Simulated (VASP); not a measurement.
# CaZn3 (Fm-3m) in VASP: a series of runs

The runs below take CaZn3 through single point, relaxation of cell and atoms, with LDA.

Everything below comes from runs of VASP 6.6.1. Logs are shortened: lines on timing, memory, paths and dates and some standing lists are left out, and cuts for length are marked.

## (1) The cell of the first run

The structure is cubic, space group Fm-3m (No. 225). Conventional cell: a = 6.425 Å, b = 6.425 Å, c = 6.425 Å, α = 90.00°, β = 90.00°, γ = 90.00°. Ca (site symmetry m-3m) has 14 Zn at 2.78 to 3.21 Å within 3.7 Å. Zn (site symmetry m-3m) has 8 Zn at 2.78 Å and 6 Ca at 3.21 Å within 3.7 Å. Zn (site symmetry -43m) has 4 Ca at 2.78 Å and 10 Zn at 2.78 to 3.21 Å within 3.7 Å.

## (2) Single point, LDA

INCAR reads:

```
ALGO = Normal ; EDIFF = 1E-6
ENCUT = 500 ; GGA_COMPAT = False
ISIF = 2 ; ISMEAR = -1
LASPH = True ; LCHARG = True
LELF = True ; LREAL = False
LVHAR = True ; LWAVE = False
NBANDS = 31 ; NELM = 120
PREC = Accurate ; SIGMA = 0.05
```

KPOINTS reads:

```
k-points
0
Gamma
  5 5 5
```

POSCAR reads:

```
CaZn3
1.0
    0.0000000000      3.2125900253      3.2125900253
    3.2125900253      0.0000000000      3.2125900253
    3.2125900253      3.2125900253      0.0000000000
Ca Zn
1 3
Direct
    0.0000000000      0.0000000000      0.0000000000
    0.5000000000      0.5000000000      0.5000000000
    0.2500000000      0.2500000000      0.2500000000
    0.7500000000      0.7500000000      0.7500000000
```

Potentials or basis: VASP PAW LDA potentials, release 64 (Ca_sv, Zn).

The run is started by

```
$ cat potpaw_LDA.64/Ca_sv/POTCAR potpaw_LDA.64/Zn/POTCAR > POTCAR
$ mpirun -np 1 vasp_std > vasp.out
```

OUTCAR:

```text
EDIFF = 1E-6
   ENCUT = 500
   ISIF = 2
   ISMEAR = -1
   LASPH = True
   LREAL = False
   NELM = 120
   PREC = Accurate

 ion  position               nearest neighbor table
   1  0.000  0.000  0.000-   3 2.78   4 2.78   4 2.78   4 2.78   4 2.78   3 2.78   3 2.78   3 2.78

   2  0.500  0.500  0.500-   3 2.78   4 2.78   3 2.78   3 2.78   3 2.78   4 2.78   4 2.78   4 2.78

   3  0.250  0.250  0.250-   1 2.78   2 2.78   1 2.78   1 2.78   1 2.78   2 2.78   2 2.78   2 2.78

   4  0.750  0.750  0.750-   1 2.78   2 2.78   2 2.78   2 2.78   2 2.78   1 2.78   1 2.78   1 2.78

  LATTYP: Found a face centered cubic cell.
 ALAT       =     6.4251800506

  Lattice vectors:

 A1 = (   0.0000000000,   3.2125900253,   3.2125900253)
 A2 = (   3.2125900253,   0.0000000000,   3.2125900253)
 A3 = (   3.2125900253,   3.2125900253,   0.0000000000)

Analysis of symmetry for initial positions (statically):
=====================================================================
 Subroutine PRICEL returns:
 Original cell was already a primitive cell.

 Routine SETGRP: Setting up the symmetry group for a
 face centered cubic supercell.

 Subroutine GETGRP returns: Found 48 space group operations
 (whereof 48 operations were pure point group operations)
 out of a pool of 48 trial point group operations.

The static configuration has the point symmetry O_h .

Analysis of symmetry for dynamics (positions and initial velocities):
=====================================================================
 Subroutine PRICEL returns:
 Original cell was already a primitive cell.

 Routine SETGRP: Setting up the symmetry group for a
 face centered cubic supercell.

 Subroutine GETGRP returns: Found 48 space group operations
 (whereof 48 operations were pure point group operations)
 out of a pool of 48 trial point group operations.

The dynamic configuration has the point symmetry O_h .

 Subroutine INISYM returns: Found 48 space group operations
 (whereof 48 operations are pure point group operations),
 and found     1 'primitive' translations

----------------------------------------------------------------------------------------

                                     Primitive cell

  volume of cell :      66.3126

  direct lattice vectors                    reciprocal lattice vectors
     0.000000000  3.212590025  3.212590025    -0.155637662  0.155637662  0.155637662
     3.212590025  0.000000000  3.212590025     0.155637662 -0.155637662  0.155637662
     3.212590025  3.212590025  0.000000000     0.155637662  0.155637662 -0.155637662

  length of vectors
     4.543288384  4.543288384  4.543288384     0.269572338  0.269572338  0.269572338

  position of ions in fractional coordinates (direct lattice)
     0.000000000  0.000000000  0.000000000
     0.500000000  0.500000000  0.500000000
     0.250000000  0.250000000  0.250000000
     0.750000000  0.750000000  0.750000000

  ion indices of the primitive-cell ions
   primitive index   ion index
                 1           1
                 2           2
                 3           3
                 4           4

----------------------------------------------------------------------------------------

 KPOINTS: k-points

Automatic generation of k-mesh.
 Grid dimensions read from file:
 generate k-points for:    5    5    5

 Generating k-lattice:

  Cartesian coordinates                     Fractional coordinates (reciprocal lattice)
    -0.031127532  0.031127532  0.031127532     0.200000000  0.000000000  0.000000000
     0.031127532 -0.031127532  0.031127532     0.000000000  0.200000000  0.000000000
     0.031127532  0.031127532 -0.031127532     0.000000000  0.000000000  0.200000000

  Length of vectors
     0.053914468  0.053914468  0.053914468

  Shift w.r.t. Gamma in fractional coordinates (k-lattice)
     0.000000000  0.000000000  0.000000000

 Subroutine IBZKPT returns following result:
 ===========================================

 Found     10 irreducible k-points:

 Following reciprocal coordinates:
            Coordinates               Weight
  0.000000  0.000000  0.000000      1.000000
  0.200000  0.000000  0.000000      8.000000
  0.400000  0.000000  0.000000      8.000000
  0.200000  0.200000  0.000000      6.000000
  0.400000  0.200000  0.000000     24.000000
 -0.400000  0.200000  0.000000     24.000000
 -0.200000  0.200000  0.000000     12.000000
  0.400000  0.400000  0.000000      6.000000
 -0.400000  0.400000  0.000000     12.000000
 -0.400000  0.400000  0.200000     24.000000
   k-points           NKPTS =     10   k-points in BZ     NKDIM =     10   number of bands    NBANDS=     31
   number of dos      NEDOS =    301   number of ions     NIONS =      4
   total plane-waves  NPLWV =  46656
   dimension x,y,z NGX =    36 NGY =   36 NGZ =   36
   dimension x,y,z NGXF=    72 NGYF=   72 NGZF=   72
   ions per type =               1   3
   NGX,Y,Z   is equivalent  to a cutoff of  13.17, 13.17, 13.17 a.u.
   NGXF,Y,Z  is equivalent  to a cutoff of  26.35, 26.35, 26.35 a.u.
 SYSTEM =  unknown system
   PREC   = accura    normal or accurate (medium, high low for compatibility)
   ISTART =      0    job   : 0-new  1-cont  2-samecut
   ICHARG =      2    charge: 1-file 2-atom 10-const
   ISPIN  =      1    spin polarized calculation?
   LNONCOLLINEAR =      F non collinear calculations
   LSORBIT =      F    spin-orbit coupling
   LASPH  =      T    aspherical Exc in radial PAW
   ENCUT  =  500.0 eV  36.75 Ry    6.06 a.u.   8.28  8.28  8.28*2*pi/ulx,y,z
   NELM   =    120;   NELMIN=  2; NELMDL= -5     # of ELM steps
   EDIFF  = 0.1E-05   stopping-criterion for ELM
   LREAL  =      F    real-space projection
   EDIFFG = 0.1E-04   stopping-criterion for IOM
   NSW    =      0    number of steps for IOM
   IBRION =     -1    ionic relax: 0-MD 1-quasi-New 2-CG
   NFREE  =      0    steps in history (QN), initial steepest desc. (CG)
   ISIF   =      2    stress and relaxation
   ISYM   =      2    0-nonsym 1-usesym 2-fastsym
   POTIM  = 0.5000    time-step for ionic-motion
   TEBEG  =    0.0;   TEEND  =   0.0 temperature during run
   PSTRESS=    0.0 pullay stress
   NELECT =      46.0000    total number of electrons
   NUPDOWN=      -1.0000    fix difference up-down
   EMIN   =  10.00;   EMAX   =-10.00  energy-range for DOS
   EFERMI =   0.00;   METHOD = LEGACY
   ISMEAR =    -1;   SIGMA  =   0.05  broadening in eV -4-tet -1-fermi 0-gaus
   EFERMI_NEDOS =   21; number of points for ismear=-14 and -15
   IALGO  =     38    algorithm
   IMIX   =      4    mixing-type and parameters
     AMIX     =   0.40;   BMIX     =  1.00
     AMIX_MAG =   1.60;   BMIX_MAG =  1.00
  volume/ion in A,a.u.               =      16.58       111.87
  Fermi-wavevector in a.u.,A,eV,Ry     =   1.449202  2.738594 28.574755  2.100185
  Thomas-Fermi vector in A             =   2.566955
   LORBIT       =      0    0 simple, 1 ext, 2 COOP (PROOUT), +10 PAW based schemes
   GGA     = CA    functional components
   LHFCALC =     F    Hartree Fock is set to
   AEXX    =    0.0000 exact exchange contribution
   IVDW    =     0    specifies the selected vdW correction
   LEPSILON=     F    determine dielectric tensor
   LRPA    =     F    only Hartree local field effects (RPA)
 non-spin polarized calculation
  energy-cutoff  :      500.00
  volume of cell :       66.31
 maximum number of plane-waves:      1694
 NGX is ok and might be reduce to    36
   NGX = 17   NGY = 17   NGZ = 17

 number of electron      46.0000022 magnetization

 Free energy of the ion-electron system (eV)
  ---------------------------------------------------
  ext. energy  EPLUGINS =         0.00000000
  ---------------------------------------------------
  free energy    TOTEN  =        -8.48392834 eV

  energy without entropy =       -8.47343437  energy(sigma->0) =       -8.47868136

 E-fermi :   3.2935     XC(G=0): -11.5104

 val. band max:        2.9595282119   @ k =   0.4000   0.0000   0.0000
 cond. band min:       3.3135721928   @ k =   0.2000   0.0000   0.0000
 fundamental gap:      0.3540439808
 Fermi energy:         3.2935340903

 k-point     1 :       0.0000    0.0000    0.0000
  band No.  band energies     occupation
      1     -36.3771      2.00000
      2     -17.8214      2.00000
      3     -17.8214      2.00000
      4     -17.8214      2.00000
      5      -5.4743      2.00000
      6      -4.5585      2.00000
[... 23 lines left out ...]
     30       7.4544      0.00000
     31      10.4025      0.00000

 k-point     2 :       0.2000    0.0000    0.0000
  band No.  band energies     occupation
      1     -36.3760      2.00000
      2     -17.8434      2.00000
      3     -17.8240      2.00000
      4     -17.8240      2.00000
      5      -5.0078      2.00000
      6      -4.4833      2.00000
[... 23 lines left out ...]
     30       8.4938      0.00000
     31       9.4156      0.00000

 k-point     3 :       0.4000    0.0000    0.0000
  band No.  band energies     occupation
      1     -36.3742      2.00000
      2     -17.8781      2.00000
      3     -17.8282      2.00000
      4     -17.8282      2.00000
      5      -4.4224      2.00000
      6      -4.3457      2.00000
[... 23 lines left out ...]
     30      10.2524      0.00000
     31      10.4827      0.00000

 k-point     4 :       0.2000    0.2000    0.0000
  band No.  band energies     occupation
      1     -36.3756      2.00000
      2     -17.8441      2.00000
      3     -17.8278      2.00000
      4     -17.8278      2.00000
      5      -4.8590      2.00000
      6      -4.4869      2.00000
[... 23 lines left out ...]
     30       8.5065      0.00000
     31       9.0881      0.00000

 k-point     5 :       0.4000    0.2000    0.0000
  band No.  band energies     occupation
      1     -36.3740      2.00000
      2     -17.8680      2.00000
      3     -17.8357      2.00000
      4     -17.8323      2.00000
      5      -4.4796      2.00000
      6      -4.3931      2.00000
[... 23 lines left out ...]
     30       9.2918      0.00000
     31      10.1487      0.00000

 k-point     6 :      -0.4000    0.2000    0.0000
  band No.  band energies     occupation
      1     -36.3734      2.00000
      2     -17.8748      2.00000
      3     -17.8441      2.00000
      4     -17.8314      2.00000
      5      -4.4369      2.00000
      6      -4.4263      2.00000
[... 23 lines left out ...]
     30      10.0521      0.00000
     31      11.1868      0.00000

 k-point     7 :      -0.2000    0.2000    0.0000
  band No.  band energies     occupation
      1     -36.3746      2.00000
      2     -17.8598      2.00000
      3     -17.8369      2.00000
      4     -17.8262      2.00000
      5      -4.5352      2.00000
      6      -4.4452      2.00000
[... 23 lines left out ...]
     30       8.9422      0.00000
     31      10.4379      0.00000

 k-point     8 :       0.4000    0.4000    0.0000
  band No.  band energies     occupation
      1     -36.3732      2.00000
      2     -17.8766      2.00000
      3     -17.8380      2.00000
      4     -17.8380      2.00000
      5      -4.5601      2.00000
      6      -4.4987      2.00000
[... 23 lines left out ...]
     30      10.3636      0.00000
     31      11.6059      0.00000

 k-point     9 :      -0.4000    0.4000    0.0000
  band No.  band energies     occupation
      1     -36.3729      2.00000
      2     -17.8739      2.00000
      3     -17.8500      2.00000
      4     -17.8374      2.00000
      5      -4.5401      2.00000
      6      -4.5054      2.00000
[... 23 lines left out ...]
     30      10.7269      0.00000
     31      10.9912      0.00000

 k-point    10 :      -0.4000    0.4000    0.2000
  band No.  band energies     occupation
      1     -36.3731      2.00000
      2     -17.8680      2.00000
      3     -17.8517      2.00000
      4     -17.8374      2.00000
      5      -4.4775      2.00000
      6      -4.4351      2.00000
[... 23 lines left out ...]
     30       9.8698      0.00000
     31      11.0361      0.00000

------------------------ aborting loop because EDIFF is reached ----------------------------------------

  FORCE on cell =-STRESS in cart. coord.  units (eV):
  Direction    XX          YY          ZZ          XY          YZ          ZX
  --------------------------------------------------------------------------------------
  -------------------------------------------------------------------------------------
  Total        0.2147559      0.2147559      0.2147559      0.0000000      0.0000000     -0.0000000
  in kB        5.1887148      5.1887148      5.1887148      0.0000000      0.0000000     -0.0000000
  external PRESSURE =       5.1887148 kB  Pullay stress =       0.0000000 kB

 VOLUME and BASIS-vectors are now :
 -----------------------------------------------------------------------------
  energy-cutoff  :      500.00
  volume of cell :       66.31
      direct lattice vectors                 reciprocal lattice vectors
     0.000000000  3.212590025  3.212590025    -0.155637662  0.155637662  0.155637662
     3.212590025  0.000000000  3.212590025     0.155637662 -0.155637662  0.155637662
     3.212590025  3.212590025  0.000000000     0.155637662  0.155637662 -0.155637662

 POSITION                                       TOTAL-FORCE (eV/Angst)
 -----------------------------------------------------------------------------------
      0.00000      0.00000      0.00000        -0.000000      0.000000      0.000000
      3.21259      3.21259      3.21259        -0.000000      0.000000     -0.000000
      1.60630      1.60630      1.60630        -0.000000     -0.000000     -0.000000
      4.81889      4.81889      4.81889         0.000000      0.000000      0.000000
 -----------------------------------------------------------------------------------
    total drift:                                0.000000      0.000000      0.000000

  FREE ENERGIE OF THE ION-ELECTRON SYSTEM (eV)
  ---------------------------------------------------
  free  energy   TOTEN  =        -8.4839283422 eV

  energy  without entropy=       -8.4734343750  energy(sigma->0) =       -8.47868136
```

Wall time 21 s (1 thread of Intel Xeon Platinum 8375C at 2.90GHz (Ice Lake), shared host); peak memory 0.18 GiB.

What came out:

| Item | Value |
| --- | --- |
| Free energy | -8.4839 eV |
| Pressure | 0.5 GPa |
| Band gap on the k mesh | zero (bands 23 and 24 overlap by 1.46 eV) |

Levels at points of the mesh, in eV from the Fermi level:
```tsv
k point	band 19	band 20	band 21	band 22	band 23	band 24	band 25	band 26	band 27	band 28
(0.00, 0.00, 0.00)	-7.00	-7.00	0.08	0.08	0.08	1.20	3.05	3.05	3.05	3.44
```

## (3) Relaxation of cell and atoms, LDA

This run uses another cell than the first one, of 20.35 Å³/atom.

INCAR reads:

```
  PREC = Accurate
  ENCUT = 500
  EDIFF = 1E-7
  ISMEAR = -1
  SIGMA = 0.05
  LREAL = F
  LASPH = T
  NELM = 120
  ALGO = Normal
  ISIF = 3
  LWAVE = F
  LCHARG = F
  GGA = CA
  IBRION = 2
  NSW = 80
  EDIFFG = -0.01
  GGA_COMPAT = F
  NELMIN = 4
```

KPOINTS reads:

```
regular mesh
0
Gamma
  5 5 5
```

POSCAR reads:

```
CaZn3
1.0
    0.0000000000      3.4400000000      3.4400000000
    3.4400000000      0.0000000000      3.4400000000
    3.4400000000      3.4400000000      0.0000000000
Ca Zn
1 3
Direct
    0.0000000000      0.0000000000      0.0000000000
    0.5000000000      0.5000000000      0.5000000000
    0.2500000000      0.2500000000      0.2500000000
    0.7500000000      0.7500000000      0.7500000000
```

Potentials or basis: VASP PAW LDA potentials, release 64 (Ca_sv, Zn).

The run is started by

```
$ cat potpaw_LDA.64/Ca_sv/POTCAR potpaw_LDA.64/Zn/POTCAR > POTCAR
$ mpirun -np 1 vasp_std > vasp.out
```

Wall time 77 s (1 thread of Intel Xeon Platinum 8375C at 2.90GHz (Ice Lake), shared host); peak memory 0.19 GiB.

It converged, with:

| Property | Result |
| --- | --- |
| Free energy | -8.4871 eV |
| Relaxed volume | 16.68 Å³/atom |
| Relaxed cell | a = 4.553 Å, b = 4.553 Å, c = 4.553 Å, α = 60.00°, β = 60.00°, γ = 60.00° |
| Space group after relaxing (to 0.1 Å) | Fm-3m (No. 225) |
| Energy gained by relaxing | 117.6 meV/atom |
| Ionic steps | 5 |
| Pressure after relaxing | 0.0 GPa |
| Band gap on the k mesh | zero (bands 23 and 24 overlap by 1.46 eV) |

Step by step:
| step | energy change (eV) | largest force (eV/Å) | pressure (GPa) | volume (Å³) |
| --- | --- | --- | --- | --- |
| 1 | 0.0000 | 0.0000 | -8.45 | 81.42 |
| 2 | -0.4488 | 0.0000 | -2.49 | 69.42 |
| 3 | -0.4704 | 0.0000 | -0.14 | 66.86 |
| 4 | -0.4704 | 0.0000 | 0.13 | 66.58 |
| 5 | -0.4705 | 0.0000 | 0.01 | 66.72 |

Final structure:
```
CELL_PARAMETERS angstrom
0.00000 3.21915 3.21915
3.21915 0.00000 3.21915
3.21915 3.21915 0.00000
ATOMIC_POSITIONS crystal
Ca 0.00000 0.00000 0.00000
Zn 0.50000 0.50000 0.50000
Zn 0.25000 0.25000 0.25000
Zn 0.75000 0.75000 0.75000
```

Levels at points of the mesh, in eV from the Fermi level:
```tsv
k point	band 19	band 20	band 21	band 22	band 23	band 24	band 25	band 26	band 27
(0.00, 0.00, 0.00)	-7.00	-7.00	0.08	0.08	0.08	1.17	3.04	3.04	3.04
```

Caveat: the volume moved by over 15 % at a fixed basis, so the end points are rough.

The gap in the log of VASP goes by the Fermi energy; the results here count the filled bands.